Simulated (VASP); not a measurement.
# GdN (rocksalt type) (Fm-3m) in VASP: relaxation of cell and atoms with PBE

Aim: the relaxation of cell and atoms of GdN (rocksalt type) with PBE.

Program: VASP 6.6.1. These are calculated values, not measurements. Logs are shortened: lines on timing, memory, paths and dates and some standing lists are left out, and cuts for length are marked.

## 1. The cell of the first run

The structure is cubic, space group Fm-3m (No. 225). The conventional cell has a = 4.800 Å, b = 4.800 Å, c = 4.800 Å, α = 90.00°, β = 90.00°, γ = 90.00°. Within 3.2 Å of Gd (site symmetry m-3m) lie 6 N at 2.40 Å. Within 3.2 Å of N (site symmetry m-3m) lie 6 Gd at 2.40 Å.

## 2. Relaxation of cell and atoms, PBE, collinear spin, ferromagnetic start

Contents of INCAR:

```
SYSTEM = GdN
ALGO     = Normal         ! electronic algorithm
EDIFF    = 1E-7           ! SCF threshold, eV
EDIFFG   = -0.005         ! ionic threshold
ENCUT    = 600            ! plane-wave cutoff, eV
GGA      = PE             ! functional
GGA_COMPAT= .FALSE.      
IBRION   = 2              ! ionic algorithm
ISIF     = 3              ! what is computed and relaxed
ISMEAR   = -1             ! smearing method
ISPIN    = 2              ! spin polarisation
LASPH    = .TRUE.         ! aspherical terms in the spheres
LCHARG   = .FALSE.        ! write CHGCAR
LMAXMIX  = 6              ! l up to which the mixer works
LORBIT   = 11             ! projections on sites
LREAL    = .FALSE.        ! projectors in reciprocal space
LWAVE    = .FALSE.        ! write WAVECAR
MAGMOM   = 7 0            ! initial moments
NELM     = 200            ! most SCF steps
NELMIN   = 4            
NSW      = 100            ! ionic steps
PREC     = Accurate       ! precision mode
SIGMA    = 0.05           ! smearing width, eV
```

Contents of KPOINTS:

```
k-points
0
G
  15 15 15
  0 0 0
```

Contents of POSCAR:

```
GdN
1.0
    0.0000000000      2.4002400604      2.4002400604
    2.4002400604      0.0000000000      2.4002400604
    2.4002400604      2.4002400604      0.0000000000
Gd N
1 1
Direct
    0.0000000000      0.0000000000      0.0000000000
    0.5000000000      0.5000000000      0.5000000000
```

Potentials or basis: VASP PAW PBE potentials, release 64 (Gd, N).

Run with:

```
$ cat potpaw_PBE.64/Gd/POTCAR potpaw_PBE.64/N/POTCAR > POTCAR
$ mpirun -np 1 vasp_std > vasp.out
```

OUTCAR:

```text
SYSTEM = GdN
   EDIFF = 1E-7
   EDIFFG = -0.005
   ENCUT = 600
   GGA = PE
   IBRION = 2
   ISIF = 3
   ISMEAR = -1
   ISPIN = 2
   LASPH = .TRUE.
   LORBIT = 11
   LREAL = .FALSE.
   NELM = 200
   NELMIN = 4
   NSW = 100
   PREC = Accurate

 ion  position               nearest neighbor table
   1  0.000  0.000  0.000-   2 2.40   2 2.40   2 2.40   2 2.40   2 2.40   2 2.40
   2  0.500  0.500  0.500-   1 2.40   1 2.40   1 2.40   1 2.40   1 2.40   1 2.40

  LATTYP: Found a face centered cubic cell.
 ALAT       =     4.8004801208

  Lattice vectors:

 A1 = (   0.0000000000,   2.4002400604,   2.4002400604)
 A2 = (   2.4002400604,   0.0000000000,   2.4002400604)
 A3 = (   2.4002400604,   2.4002400604,   0.0000000000)

Analysis of symmetry for initial positions (statically):
=====================================================================
 Subroutine PRICEL returns:
 Original cell was already a primitive cell.

 Routine SETGRP: Setting up the symmetry group for a
 face centered cubic supercell.

 Subroutine GETGRP returns: Found 48 space group operations
 (whereof 48 operations were pure point group operations)
 out of a pool of 48 trial point group operations.

The static configuration has the point symmetry O_h .

Analysis of symmetry for dynamics (positions and initial velocities):
=====================================================================
 Subroutine PRICEL returns:
 Original cell was already a primitive cell.

 Routine SETGRP: Setting up the symmetry group for a
 face centered cubic supercell.

 Subroutine GETGRP returns: Found 48 space group operations
 (whereof 48 operations were pure point group operations)
 out of a pool of 48 trial point group operations.

The dynamic configuration has the point symmetry O_h .

Analysis of structural, dynamic, and magnetic symmetry:
=====================================================================
 Subroutine PRICEL returns:
 Original cell was already a primitive cell.

 Routine SETGRP: Setting up the symmetry group for a
 face centered cubic supercell.

 Subroutine GETGRP returns: Found 48 space group operations
 (whereof 48 operations were pure point group operations)
 out of a pool of 48 trial point group operations.

The overall configuration has the point symmetry O_h .

 Subroutine INISYM returns: Found 48 space group operations
 (whereof 48 operations are pure point group operations),
 and found     1 'primitive' translations

----------------------------------------------------------------------------------------

                                     Primitive cell

  volume of cell :      27.6563

  direct lattice vectors                    reciprocal lattice vectors
     0.000000000  2.400240060  2.400240060    -0.208312497  0.208312497  0.208312497
     2.400240060  0.000000000  2.400240060     0.208312497 -0.208312497  0.208312497
     2.400240060  2.400240060  0.000000000     0.208312497  0.208312497 -0.208312497

  length of vectors
     3.394452046  3.394452046  3.394452046     0.360807828  0.360807828  0.360807828

  position of ions in fractional coordinates (direct lattice)
     0.000000000  0.000000000  0.000000000
     0.500000000  0.500000000  0.500000000

  ion indices of the primitive-cell ions
   primitive index   ion index
                 1           1
                 2           2

----------------------------------------------------------------------------------------

 KPOINTS: k-points

Automatic generation of k-mesh.
 Grid dimensions read from file:
 generate k-points for:   15   15   15

 Generating k-lattice:

  Cartesian coordinates                     Fractional coordinates (reciprocal lattice)
    -0.013887500  0.013887500  0.013887500     0.066666667  0.000000000  0.000000000
     0.013887500 -0.013887500  0.013887500     0.000000000  0.066666667  0.000000000
     0.013887500  0.013887500 -0.013887500     0.000000000  0.000000000  0.066666667

  Length of vectors
     0.024053855  0.024053855  0.024053855

  Shift w.r.t. Gamma in fractional coordinates (k-lattice)
     0.000000000  0.000000000  0.000000000

 Subroutine IBZKPT returns following result:
 ===========================================

 Found    120 irreducible k-points:

 Following reciprocal coordinates:
            Coordinates               Weight
  0.000000  0.000000  0.000000      1.000000
  0.066667  0.000000  0.000000      8.000000
  0.133333  0.000000  0.000000      8.000000
  0.200000  0.000000  0.000000      8.000000
  0.266667  0.000000  0.000000      8.000000
  0.333333  0.000000  0.000000      8.000000
[... 16 lines left out ...]
  0.133333  0.133333  0.000000      6.000000
  0.200000  0.133333  0.000000     24.000000
 [... further k-points ...]
   k-points           NKPTS =    120   k-points in BZ     NKDIM =    120   number of bands    NBANDS=     19
   number of dos      NEDOS =    301   number of ions     NIONS =      2
   total plane-waves  NPLWV =  21952
   dimension x,y,z NGX =    28 NGY =   28 NGZ =   28
   dimension x,y,z NGXF=    56 NGYF=   56 NGZF=   56
   ions per type =               1   1
   NGX,Y,Z   is equivalent  to a cutoff of  13.71, 13.71, 13.71 a.u.
   NGXF,Y,Z  is equivalent  to a cutoff of  27.43, 27.43, 27.43 a.u.
 SYSTEM =  GdN
   PREC   = accura    normal or accurate (medium, high low for compatibility)
   ISTART =      0    job   : 0-new  1-cont  2-samecut
   ICHARG =      2    charge: 1-file 2-atom 10-const
   ISPIN  =      2    spin polarized calculation?
   LNONCOLLINEAR =      F non collinear calculations
   LSORBIT =      F    spin-orbit coupling
   LASPH  =      T    aspherical Exc in radial PAW
   ENCUT  =  600.0 eV  44.10 Ry    6.64 a.u.   6.78  6.78  6.78*2*pi/ulx,y,z
   NELM   =    200;   NELMIN=  4; NELMDL= -5     # of ELM steps
   EDIFF  = 0.1E-06   stopping-criterion for ELM
   LREAL  =      F    real-space projection
   EDIFFG = -.5E-02   stopping-criterion for IOM
   NSW    =    100    number of steps for IOM
   IBRION =      2    ionic relax: 0-MD 1-quasi-New 2-CG
   NFREE  =      1    steps in history (QN), initial steepest desc. (CG)
   ISIF   =      3    stress and relaxation
   ISYM   =      2    0-nonsym 1-usesym 2-fastsym
   POTIM  = 0.5000    time-step for ionic-motion
   TEBEG  =    0.0;   TEEND  =   0.0 temperature during run
   PSTRESS=    0.0 pullay stress
   NELECT =      23.0000    total number of electrons
   NUPDOWN=      -1.0000    fix difference up-down
   EMIN   =  10.00;   EMAX   =-10.00  energy-range for DOS
   EFERMI =   0.00;   METHOD = LEGACY
   ISMEAR =    -1;   SIGMA  =   0.05  broadening in eV -4-tet -1-fermi 0-gaus
   EFERMI_NEDOS =   21; number of points for ismear=-14 and -15
   IALGO  =     38    algorithm
   IMIX   =      4    mixing-type and parameters
     AMIX     =   0.40;   BMIX     =  1.00
     AMIX_MAG =   1.60;   BMIX_MAG =  1.00
  volume/ion in A,a.u.               =      13.83        93.32
  Fermi-wavevector in a.u.,A,eV,Ry     =   1.539523  2.909276 32.247578  2.370130
  Thomas-Fermi vector in A             =   2.645739
   LORBIT       =     11    0 simple, 1 ext, 2 COOP (PROOUT), +10 PAW based schemes
   GGA     = PE    functional components
   LHFCALC =     F    Hartree Fock is set to
   AEXX    =    0.0000 exact exchange contribution
   IVDW    =     0    specifies the selected vdW correction
   LEPSILON=     F    determine dielectric tensor
   LRPA    =     F    only Hartree local field effects (RPA)
 conjugate gradient relaxation of ions
 spin polarized calculation
  energy-cutoff  :      600.00
  volume of cell :       27.66
 maximum number of plane-waves:       941
   NGX = 13   NGY = 13   NGZ = 13

--------------------------------------- Ionic step        1  -------------------------------------------

 number of electron      23.0000001 magnetization       6.9923931

 Free energy of the ion-electron system (eV)
  ---------------------------------------------------
  ext. energy  EPLUGINS =         0.00000000
  ---------------------------------------------------
  free energy    TOTEN  =       -23.01997616 eV

  energy without entropy =      -23.01889787  energy(sigma->0) =      -23.01943702

------------------------ aborting loop because EDIFF is reached ----------------------------------------

  FORCE on cell =-STRESS in cart. coord.  units (eV):
  Direction    XX          YY          ZZ          XY          YZ          ZX
  --------------------------------------------------------------------------------------
  -------------------------------------------------------------------------------------
  Total        3.6133364      3.6133364      3.6133364      0.0000000      0.0000000     -0.0000000
  in kB      209.3268532    209.3268532    209.3268532      0.0000000      0.0000000     -0.0000000
  external PRESSURE =     209.3268532 kB  Pullay stress =       0.0000000 kB
[... 95 lines left out ...]
  energy  without entropy=      -23.2157293235  energy(sigma->0) =      -23.21604620

--------------------------------------- Ionic step        4  -------------------------------------------

 number of electron      23.0000006 magnetization       6.9998891

 Free energy of the ion-electron system (eV)
  ---------------------------------------------------
  ext. energy  EPLUGINS =         0.00000000
  ---------------------------------------------------
  free energy    TOTEN  =       -23.21650196 eV

  energy without entropy =      -23.21585868  energy(sigma->0) =      -23.21618032

 E-fermi :   3.9969     XC(G=0): -11.5801

 val. band max:        3.9662308828   @ k =   0.0667   0.0000   0.0000
 cond. band min:       4.0177768434   @ k =   0.3333   0.3333   0.0000
 fundamental gap:      0.0515459606
 Fermi energy:         3.9968667697

 spin component 1

 k-point     1 :       0.0000    0.0000    0.0000
  band No.  band energies     occupation
      1     -39.8460      1.00000
      2     -16.8419      1.00000
      3     -16.8419      1.00000
      4     -16.8419      1.00000
      5      -9.1366      1.00000
      6       0.3057      1.00000
[... 11 lines left out ...]
     18       6.4150      0.00000
     19       7.1205      0.00000
[... 491 lines left out ...]
      5      -8.5964      1.00000
      6       0.2107      1.00000
[... 11 lines left out ...]
     18       8.0333      0.00000
     19       8.3021      0.00000

 [... further k-points ...]

 spin component 2

 k-point     1 :       0.0000    0.0000    0.0000
  band No.  band energies     occupation
      1     -36.7479      1.00000
      2     -14.5961      1.00000
      3     -14.5961      1.00000
      4     -14.5961      1.00000
      5      -9.1287      1.00000
      6       3.0514      1.00000
[... 11 lines left out ...]
     18       7.2642      0.00000
     19       7.7181      0.00000
[... 535 lines left out ...]
  FREE ENERGIE OF THE ION-ELECTRON SYSTEM (eV)
  ---------------------------------------------------
  free  energy   TOTEN  =       -23.2165019582 eV

  energy  without entropy=      -23.2158586837  energy(sigma->0) =      -23.21618032

 reached required accuracy - stopping structural energy minimisation

 total charge

# of ion       s       p       d       f       tot
--------------------------------------------------
    1        2.034   5.662   0.532   6.999  15.228
    2        1.248   2.381   0.000   0.000   3.629
--------------------------------------------------
tot          3.282   8.044   0.532   6.999  18.857

 magnetization (x)

# of ion       s       p       d       f       tot
--------------------------------------------------
    1       -0.005  -0.081   0.083   6.807   6.804
    2       -0.007  -0.078   0.000   0.000  -0.085
--------------------------------------------------
tot         -0.012  -0.159   0.083   6.807   6.719
```

Wall time 63 min (1 thread of AMD EPYC 9755, shared host); peak memory 0.29 GiB.

Results:

| Quantity | Value |
| --- | --- |
| Free energy | -23.2165 eV |
| Relaxed volume | 15.49 Å³/atom |
| Relaxed cell | a = 3.525 Å, b = 3.525 Å, c = 3.525 Å, α = 60.00°, β = 60.00°, γ = 60.00° |
| Space group after relaxing (to 0.1 Å) | Fm-3m (No. 225) |
| Energy gained by relaxing | 98.3 meV/atom |
| Ionic steps | 4 |
| Pressure after relaxing | 0.0 GPa |
| Band gap on the k mesh | zero (filled and empty bands overlap) |
| Net moment | 7.00 μB per cell |
| Site moments | Gd +6.80; N -0.09 μB |
| Valence electrons inside the program's atomic spheres | Gd 15.23; N 3.63 |

The path:
| step | energy change (eV) | largest force (eV/Å) | pressure (GPa) | volume (Å³) |
| --- | --- | --- | --- | --- |
| 1 | 0.0000 | 0.0000 | 20.93 | 27.66 |
| 2 | 0.0483 | 0.0000 | -15.28 | 35.54 |
| 3 | -0.1964 | 0.0000 | -0.48 | 31.06 |
| 4 | -0.1965 | 0.0000 | -0.01 | 30.97 |

Final structure:
```
Gd N
1.0
     0.00000    2.49264    2.49264
     2.49264    0.00000    2.49264
     2.49264    2.49264    0.00000
Gd N
1 1
Cartesian
  0.0000 0.0000 0.0000
  2.4926 2.4926 2.4926
```

Levels at points of the mesh, in eV from the Fermi level:
Spin up:
```
           k point  band 13  band 14  band 15  band 16  band 17  band 18
(0.00, 0.00, 0.00)     0.17     0.17     0.17     2.42     2.42     2.42
```
Spin down:
```csv
k point,band 4,band 5,band 6,band 7,band 8,band 9,band 10,band 11,band 12,band 13
"(0.00, 0.00, 0.00)",-18.59,-13.13,-0.95,-0.95,-0.95,1.62,2.16,2.16,2.16,2.79
```

Caveat: spin-orbit coupling is left out, which moves the levels of the heavy elements; a cell with one magnetic atom can't hold antiferromagnetic order, which such compounds often take; semilocal functionals describe open f shells poorly, which spoils levels, moments and volumes. The state reached can hang on the start; a lower one may exist.

The gap in the log of VASP goes by the Fermi energy; the results here count the filled bands.